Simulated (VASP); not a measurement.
Set up this calculation in VASP 6.6.1, as the native input.

```yaml
Task: relaxation of cell and atoms
Functional: PBE
Potentials_or_basis: VASP PAW PBE potentials, release 64 (Ta_pv, Si)
Cutoff: 600 eV
k_mesh: 14 × 14 × 14
Occupations: gaussian, width 0.1 eV
Spin: no spin polarisation
Dipole_correction: no
Further_INCAR_settings: ALGO = Normal; EDIFF = 1e-06; IBRION = 2; EDIFFG = -0.01; NSW = 80; ISIF = 3
```

The structure of TaSi lies in POSCAR:

```
TaSi
1.0
    0.0000000000      2.5725614179      2.5725614179
    2.5725614179      0.0000000000      2.5725614179
    2.5725614179      2.5725614179      0.0000000000
Ta Si
1 1
Direct
    0.0000000000      0.0000000000      0.0000000000
    0.5000000000      0.5000000000      0.5000000000
```

The input as run:

INCAR

```
PREC = Accurate
ENCUT = 600
EDIFF = 1E-6
ISMEAR = 0
SIGMA = 0.1
LREAL = F
LASPH = T
NELM = 60
ALGO = Normal
ISIF = 3
LWAVE = F
LCHARG = F
GGA = PE
IBRION = 2
NSW = 80
EDIFFG = -0.01
```

KPOINTS

```
regular mesh
0
Gamma
  14 14 14
```

Potentials or basis: VASP PAW PBE potentials, release 64 (Ta_pv, Si).

Launch:

```bash
$ cat potpaw_PBE.64/Ta_pv/POTCAR potpaw_PBE.64/Si/POTCAR > POTCAR
$ mpirun -np 1 vasp_std > vasp.out
```

Results of the run:

* Relaxed volume: 17.08 Å³/atom
* Relaxed cell: a = 3.642 Å, b = 3.642 Å, c = 3.642 Å, α = 60.00°, β = 60.00°, γ = 60.00°
* Space group after relaxing (to 0.05 Å): Fm-3m (No. 225)
* Energy gained by relaxing: 0.1 meV/atom
* Ionic steps: 3
* Pressure after relaxing: 0.0 GPa

It took 2.4 min on 1 thread of Intel Xeon 8259CL, on a shared host, peak memory 0.21 GiB.
